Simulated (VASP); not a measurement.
# Si8NO14 (a cell with a defect) in VASP: a series of runs, part 2 of 2

VASP 6.6.1.

## 3. Single point, PBE, collinear spin, ferromagnetic start

Input file INCAR:

```
SYSTEM = Si8NO14
PREC     = Accurate       ! precision mode
ENCUT    = 520            ! plane-wave cutoff, eV
EDIFF    = 1E-6           ! SCF threshold, eV
ISMEAR   = -1             ! smearing method
SIGMA    = 0.05           ! smearing width, eV
LREAL    = Auto         
LASPH    = .True.         ! aspherical terms in the spheres
NELM     = 150            ! most SCF steps
ALGO     = Normal         ! electronic algorithm
ISIF     = 2              ! what is computed and relaxed
LWAVE    = .False.        ! write WAVECAR
LCHARG   = .False.        ! write CHGCAR
ISPIN    = 2              ! spin polarisation
MAGMOM   = 0 0 0 0 0 0 0 0 0 0 0 0 0 0 0 0 0 0 0 0 0 0 0.37 ! initial moments
LORBIT   = 11             ! projections on sites
GGA      = PE             ! functional
NELECT   = 119.0        
NBANDS   = 82             ! bands
```

Input file KPOINTS:

```
Automatic mesh
0
Gamma
  2 2 2
  0 0 0
```

Input file POSCAR:

```
Si8NO14
1.0
   -4.1773000000     -4.1773000000      0.0000000000
    4.1773000000     -4.1773000000      0.0000000000
    0.0000000000      0.0000000000      5.3310000000
Si O N
8 14 1
Direct
    0.4990255668      0.5180701649      0.0213635340
   -0.0010055538      0.4937927609      0.2480386419
    0.4990022263      0.5180839298      0.4746535359
   -0.0010077083      0.4956595169      0.7480202589
   -0.0010282958     -0.0013979125     -0.0039774902
    0.4990036627      0.0168728605      0.2480101294
   -0.0009946616     -0.0013982716      0.5000206340
    0.4990268834     -0.0415684772      0.7480046896
    0.1998423623      0.4914754746     -0.0044139936
   -0.0010065114      0.1915808058      0.2480219471
    0.7981652024      0.4914869653     -0.0043869818
   -0.0009847270      0.8008602447      0.2480275746
    0.1998239293      0.4914884016      0.5004601388
   -0.0010176430      0.1940461542      0.7480223223
    0.7981410241      0.4914965408      0.5004633277
   -0.0009881981      0.8008984272      0.7480311386
    0.6892355110      0.0109026165     -0.0098461827
    0.4989718239      0.7130672923      0.2480045020
    0.3087792354      0.0109629426     -0.0098467455
    0.4989751754      0.3139384291      0.2480058150
    0.6892289278      0.0109427142      0.5058613769
    0.3087783975      0.0109048907      0.5058851998
    0.4989843918      0.6624993417      0.7480116301
```

Potentials or basis: VASP PAW PBE potentials, release 64 (Si, O, N).

Command:

```
$ cat potpaw_PBE.64/Si/POTCAR potpaw_PBE.64/O/POTCAR potpaw_PBE.64/N/POTCAR > POTCAR
$ mpirun -np 1 vasp_std > vasp.out
```

It took 3.8 min on 1 thread of Intel Xeon 6975P-C (Granite Rapids), shared host; peak memory 0.44 GiB.

The run converged. Its results:

| Quantity | Value |
| --- | --- |
| Free energy | -192.3785 eV |
| Largest force | 0.071 eV/Å |
| Net moment | 0.76 μB per cell |
| Site moments | Si -0.01, +0.00, -0.00 (each value once); O +0.04, +0.01, -0.00, -0.01 (each value once); N +0.40 μB |
| Valence electrons inside the program's atomic spheres | Si 1.55, 1.40, 1.42, 1.43, 1.51 (each value once); O 5.19, 5.21, 5.18, 5.23, 5.29, 5.26 (each value once); N 3.93 |

Forces in eV/Å, atoms in the order of the input:
```
Si   0.007 -0.002 -0.070
Si  -0.009  0.007 -0.003
Si   0.005 -0.002  0.069
Si  -0.005  0.002  0.002
Si   0.005 -0.013 -0.001
Si   0.004 -0.001  0.000
Si   0.006 -0.007  0.001
Si  -0.026  0.033  0.001
O   -0.010 -0.012  0.000
O    0.007 -0.006 -0.002
O    0.012  0.009  0.000
O   -0.009  0.012  0.001
O   -0.012 -0.014  0.001
O    0.013 -0.011 -0.001
O    0.011  0.007  0.000
O   -0.014  0.018  0.000
O   -0.015 -0.015  0.001
O    0.044 -0.047  0.000
O    0.013  0.015  0.001
O   -0.031  0.029  0.000
O   -0.015 -0.013 -0.001
O    0.015  0.012  0.000
N    0.002 -0.003  0.001
```

Levels at points of the mesh, in eV from the Fermi level:
Spin up:
| k point | band 56 | band 57 | band 58 | band 59 | band 60 | band 61 | band 62 | band 63 | band 64 | band 65 |
| --- | --- | --- | --- | --- | --- | --- | --- | --- | --- | --- |
| (0.00, 0.00, 0.00) | -1.26 | -1.11 | -1.10 | -0.63 | 0.15 | 2.80 | 6.29 | 6.37 | 6.79 | 7.31 |
| (0.50, 0.00, 0.00) | -1.61 | -1.43 | -1.32 | -0.81 | -0.58 | 3.43 | 6.62 | 6.98 | 7.23 | 7.53 |
| (0.00, 0.50, 0.00) | -1.63 | -1.20 | -1.00 | -0.58 | -0.34 | 3.11 | 5.99 | 6.40 | 7.52 | 7.65 |
| (0.50, 0.50, 0.00) | -1.34 | -1.11 | -0.92 | -0.81 | -0.70 | 3.36 | 6.44 | 7.20 | 7.87 | 8.22 |
| (0.00, 0.00, 0.50) | -1.13 | -1.09 | -0.97 | -0.59 | -0.41 | 3.85 | 5.06 | 7.20 | 7.94 | 7.95 |
| (0.50, 0.00, 0.50) | -1.32 | -0.89 | -0.89 | -0.78 | -0.55 | 3.97 | 5.88 | 7.64 | 7.89 | 7.97 |
| (0.00, 0.50, 0.50) | -1.04 | -0.74 | -0.59 | -0.52 | -0.45 | 3.76 | 5.02 | 6.97 | 8.40 | 8.68 |
| (0.50, 0.50, 0.50) | -1.16 | -1.04 | -1.00 | -1.00 | -0.94 | 4.07 | 5.74 | 7.10 | 9.01 | 9.21 |
Spin down:
| k point | band 57 | band 58 | band 59 | band 60 | band 61 | band 62 |
| --- | --- | --- | --- | --- | --- | --- |
| (0.00, 0.00, 0.00) | -1.05 | -0.88 | -0.35 | 0.64 | 2.84 | 6.30 |
| (0.50, 0.00, 0.00) | -1.39 | -1.07 | -0.55 | -0.07 | 3.46 | 6.64 |
| (0.00, 0.50, 0.00) | -1.20 | -0.67 | -0.43 | 0.34 | 3.15 | 6.00 |
| (0.50, 0.50, 0.00) | -1.10 | -0.90 | -0.80 | 0.19 | 3.39 | 6.45 |
| (0.00, 0.00, 0.50) | -0.99 | -0.69 | -0.56 | 0.42 | 3.89 | 5.06 |
| (0.50, 0.00, 0.50) | -0.86 | -0.72 | -0.54 | 0.15 | 4.00 | 5.88 |
| (0.00, 0.50, 0.50) | -0.70 | -0.57 | -0.51 | 0.50 | 3.80 | 5.02 |
| (0.50, 0.50, 0.50) | -1.01 | -1.01 | -0.98 | 0.11 | 4.10 | 5.74 |

Caveat: the k points lie up to 0.59 Å⁻¹ apart; the cell carries a net charge on a neutralising background, which shifts energy and pressure; the cell is charged against a uniform background, so pressure and absolute levels hang on convention.

## 4. Single point, PBE, collinear spin, ferromagnetic start

Input file INCAR:

```
PREC = Accurate ; ENCUT = 520
EDIFF = 1E-7 ; ISMEAR = -1
SIGMA = 0.05 ; LREAL = Auto
LASPH = T ; NELM = 150
ALGO = Normal ; ISIF = 2
LWAVE = F ; LCHARG = F
ISPIN = 2 ; MAGMOM = 0 0 0 0 0 0 0 0 0 0 0 0 0 0 0 0 0 0 0 0 0 0 0.37
LORBIT = 11 ; GGA = PE
NELECT = 119.0 ; NBANDS = 82
```

Input file KPOINTS:

```
regular mesh
0
Gamma
  2 2 2
```

Input file POSCAR:

```
Si8NO14
1.0
   -4.1773000000     -4.1773000000      0.0000000000
    4.1773000000     -4.1773000000      0.0000000000
    0.0000000000      0.0000000000      5.3310000000
Si O N
8 14 1
Direct
    0.4991672851      0.5036402700      0.0275659351
   -0.0008349891      0.5032992603      0.2483500281
    0.4991626170      0.5036423048      0.4691311199
   -0.0008354679      0.5021044694      0.7483500281
   -0.0008339119      0.0034636009     -0.0034877134
    0.4991652503      0.0038807364      0.2483481523
   -0.0008342709      0.0034627630      0.5001868317
    0.4991660881     -0.0437343499      0.7483481523
    0.1964594355      0.4980999689      0.0005248546
   -0.0008360664      0.1959522898      0.2483500281
    0.8018696287      0.4981033203      0.0005257925
   -0.0008312786      0.8092134872      0.2483490902
    0.1964585977      0.4981008067      0.4961742637
   -0.0008378618      0.1989325641      0.7483492778
    0.8018686712      0.4981054748      0.4961742637
   -0.0008328346      0.8060950853      0.7483502157
    0.6883470184      0.0050575731     -0.0109502908
    0.4991609413      0.7044263041      0.2483475896
    0.3099851579      0.0050664305     -0.0109525417
    0.4991654897      0.3013099370      0.2483496530
    0.6883467790      0.0050594882      0.5076475333
    0.3099845594      0.0050610442      0.5076482836
    0.4991618988      0.6132374979      0.7483489026
```

Command:

```
$ cat potpaw_PBE.64/Si/POTCAR potpaw_PBE.64/O/POTCAR potpaw_PBE.64/N/POTCAR > POTCAR
$ mpirun -np 1 vasp_std > vasp.out
```

Wall time 4.7 min (1 thread of Intel Xeon 6975P-C (Granite Rapids), shared host); peak memory 0.44 GiB.

It converged, with:

| Item | Value |
| --- | --- |
| Free energy | -191.5962 eV |
| Largest force | 4.165 eV/Å |
| Net moment | 0.92 μB per cell |
| Site moments | Si -0.01, +0.01, -0.00, +0.00 (each value once); O +0.05, +0.02, +0.00, -0.00, +0.01 (each value once); N +0.49 μB |
| Valence electrons inside the program's atomic spheres | Si 1.60, 1.44, 1.41, 1.42, 1.43, 1.45 (each value once); O 5.20, 5.21, 5.22, 5.19, 5.29 (each value once); N 3.91 |

Forces in eV/Å, atoms in the order of the input:
```
Si  -0.083  0.082  0.103
Si  -0.145  0.145  0.000
Si  -0.083  0.082 -0.103
Si  -0.177  0.177  0.000
Si   0.025 -0.026 -0.011
Si   0.019 -0.020  0.000
Si   0.025 -0.026  0.011
Si  -1.146  1.146  0.000
O   -0.477 -0.126 -0.111
O   -0.025  0.027  0.000
O    0.125  0.477 -0.112
O   -0.166  0.167  0.000
O   -0.477 -0.126  0.111
O   -0.082  0.084  0.000
O    0.125  0.477  0.112
O   -0.140  0.140  0.000
O   -0.072  0.040  0.007
O   -0.066  0.066  0.000
O   -0.040  0.072  0.007
O    0.027 -0.026  0.000
O   -0.072  0.040 -0.007
O   -0.040  0.072 -0.007
N    2.945 -2.946  0.000
```

Levels at points of the mesh, in eV from the Fermi level:
Spin up:
```tsv
k point	band 57	band 58	band 59	band 60	band 61	band 62	band 63	band 64
(0.00, 0.00, 0.00)	-1.26	-1.22	-0.71	-0.04	3.04	6.02	6.51	6.67
(0.50, 0.00, 0.00)	-1.68	-1.66	-0.89	-0.59	3.53	6.38	7.03	7.12
(0.00, 0.50, 0.00)	-1.38	-0.91	-0.82	-0.40	3.46	5.67	6.42	7.25
(0.50, 0.50, 0.00)	-1.28	-1.11	-0.93	-0.91	3.62	6.05	7.05	7.86
(0.00, 0.00, 0.50)	-1.12	-1.00	-0.67	-0.54	4.12	5.08	7.41	7.53
(0.50, 0.00, 0.50)	-1.07	-1.06	-0.88	-0.64	4.11	5.62	7.54	7.55
(0.00, 0.50, 0.50)	-0.87	-0.73	-0.69	-0.55	4.14	4.94	6.66	8.26
(0.50, 0.50, 0.50)	-1.19	-1.17	-1.17	-1.10	4.28	5.43	6.63	9.07
```
Spin down:
| k point | band 56 | band 57 | band 58 | band 59 | band 60 | band 61 | band 62 | band 63 |
| --- | --- | --- | --- | --- | --- | --- | --- | --- |
| (0.00, 0.00, 0.00) | -1.38 | -1.20 | -1.02 | -0.35 | 0.73 | 3.09 | 6.04 | 6.51 |
| (0.50, 0.00, 0.00) | -1.68 | -1.55 | -1.16 | -0.53 | 0.04 | 3.57 | 6.39 | 7.06 |
| (0.00, 0.50, 0.00) | -1.96 | -1.29 | -0.82 | -0.53 | 0.59 | 3.50 | 5.70 | 6.42 |
| (0.50, 0.50, 0.00) | -1.46 | -1.24 | -1.10 | -0.88 | 0.27 | 3.66 | 6.09 | 7.05 |
| (0.00, 0.00, 0.50) | -1.21 | -1.08 | -0.79 | -0.64 | 0.74 | 4.15 | 5.08 | 7.48 |
| (0.50, 0.00, 0.50) | -1.43 | -1.03 | -0.81 | -0.61 | 0.26 | 4.14 | 5.61 | 7.56 |
| (0.00, 0.50, 0.50) | -0.86 | -0.82 | -0.71 | -0.69 | 0.78 | 4.18 | 4.93 | 6.71 |
| (0.50, 0.50, 0.50) | -1.17 | -1.17 | -1.11 | -1.06 | 0.23 | 4.32 | 5.42 | 6.69 |

Caveat: the k points lie up to 0.59 Å⁻¹ apart; the cell carries a net charge on a neutralising background, which shifts energy and pressure; the cell is charged against a uniform background, so pressure and absolute levels hang on convention.
